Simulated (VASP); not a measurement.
ZrAg2N2, 5 atoms in the cell. Symmetry: P-3m1, No. 164, trigonal system. The conventional cell has a = 3.317 Å, b = 3.317 Å, c = 7.434 Å, α = 90.00°, β = 90.00°, γ = 120.00°. Zr (site symmetry -3m) has 6 N at 2.21 Å within 2.9 Å. Within 3.4 Å of Ag (site symmetry 3m) lie 3 N at 2.46 Å and 9 Ag at 2.87 to 3.32 Å and 3 Zr at 3.27 Å. N (site symmetry 3m) has 3 Zr at 2.21 Å and 3 Ag at 2.46 Å and 3 N at 2.93 Å within 3.0 Å. 

```yaml
Program: VASP 6.6.1
Task: single point
Functional: PBE
Potentials_or_basis: VASP PAW PBE potentials, release 64 (Zr_sv, Ag, N)
Cutoff: 520 eV
k_mesh: 12 × 12 × 6
Occupations: gaussian, width 0.1 eV
Spin: no spin polarisation
Dipole_correction: no
Further_INCAR_settings: ALGO = Normal; EDIFF = 1e-06; NBANDS = 30
```

Potentials or basis: VASP PAW PBE potentials, release 64 (Zr_sv, Ag, N).

Command:

```console
$ cat potpaw_PBE.64/Zr_sv/POTCAR potpaw_PBE.64/Ag/POTCAR potpaw_PBE.64/N/POTCAR > POTCAR
$ mpirun -np 1 vasp_std > vasp.out
```

Hardware: 1 thread of Intel Xeon 8259CL, with other jobs on the host.

Question: How long does it take, and how much memory?

Answer: Wall time 3.7 min on 1 thread of Intel Xeon 8259CL, with other jobs on the host, peak memory 0.34 GiB. Counts: scf iterations 13, k points 100.
